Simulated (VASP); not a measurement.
MgS (Niningerite), 2 atoms in the cell. It takes space group Fm-3m (No. 225, cubic). Conventional cell: a = 5.203 Å, b = 5.203 Å, c = 5.203 Å, α = 90.00°, β = 90.00°, γ = 90.00°. Within 3.4 Å of Mg (site symmetry m-3m) lie 6 S at 2.60 Å. Within 3.4 Å of S (site symmetry m-3m) lie 6 Mg at 2.60 Å. 

- Program: VASP 6.6.1
- Task: single point
- Functional: PBE
- Potentials or basis: VASP PAW PBE potentials, release 64 (Mg, S)
- Cutoff: 600 eV
- k mesh: 4 × 4 × 4
- Occupations: gaussian, width 0.01 eV
- Spin: no spin polarisation
- Dipole correction: no
- Further INCAR settings: ALGO = Normal; EDIFF = 1e-06; NBANDS = 11

Potentials or basis: VASP PAW PBE potentials, release 64 (Mg, S).

Launch:

```bash
$ cat potpaw_PBE.64/Mg/POTCAR potpaw_PBE.64/S/POTCAR > POTCAR
$ mpirun -np 1 vasp_std > vasp.out
```

Hardware: 1 thread of Intel(R) Xeon(R) Platinum 8259CL CPU @ 2.50GHz (Skylake/Cascade Lake) (shared host).

Problem. Estimate the wall time of this run.

Solution. It took 7.9 s on 1 thread of Intel(R) Xeon(R) Platinum 8259CL CPU @ 2.50GHz (Skylake/Cascade Lake), with other jobs on the host, peak memory 0.16 GiB. Counts: scf iterations 12, k points 8.
